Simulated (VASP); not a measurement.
Fe2O3:

```xyz
10
Lattice="2.5190 1.4543 4.5907 -2.5190 1.4543 4.5907 0.0000 -2.9087 4.5907" Properties=species:S:1:pos:R:3 pbc="T T T"
Fe    0.0000    0.0000    4.8932
Fe    0.0000    0.0000    1.9928
Fe    0.0000    0.0000    8.8788
Fe    0.0000    0.0000   11.7792
O    -0.9779    1.4543    8.0337
O    -0.7706   -1.5740    8.0337
O     1.7484    0.1197    8.0337
O     0.9779   -1.4543    5.7383
O     0.7706    1.5740    5.7383
O    -1.7484   -0.1197    5.7383
```

Base run:

```yaml
Program: VASP 6.6.1
Functional: PBE
Potentials_or_basis: VASP PAW PBE potentials, release 64 (Fe, O)
Cutoff: 520 eV
k_mesh: 5 × 5 × 5
Occupations: fermi-dirac, width 0.05 eV
Spin: collinear spin, antiferromagnetic start
Starting_moments: "[4.0, -4.0, -4.0, 4.0, 0.0, 0.0, 0.0, 0.0, 0.0, 0.0] μB"
```

Its results: band gap on the k mesh 0.20 eV (least direct gap 0.32 eV); pressure -0.3 GPa; net moment 0.00 μB per cell; site moments Fe +3.53, -3.53 (each value once); O +0.00 μB; largest force 0.383 eV/Å.

Question: The run is repeated on the same cell with these changes: moments at the start from [4.0, -4.0, -4.0, 4.0, 0.0, 0.0, 0.0, 0. to [4.0, -4.0, 4.0, -4.0, 0.0, 0.0, 0.0, 0.; hubbard terms from none to Fe d U = 4.0 eV. What comes out?

Answer: Band gap on the k mesh 2.17 eV (least direct gap 2.19 eV); pressure 4.0 GPa; net moment 0.00 μB per cell; site moments Fe +4.15, -4.15 (each value once); O +0.00 μB; largest force 0.156 eV/Å.

Caveats: the cell stands under pressure (at least some runs).

A k mesh can miss the band edges.
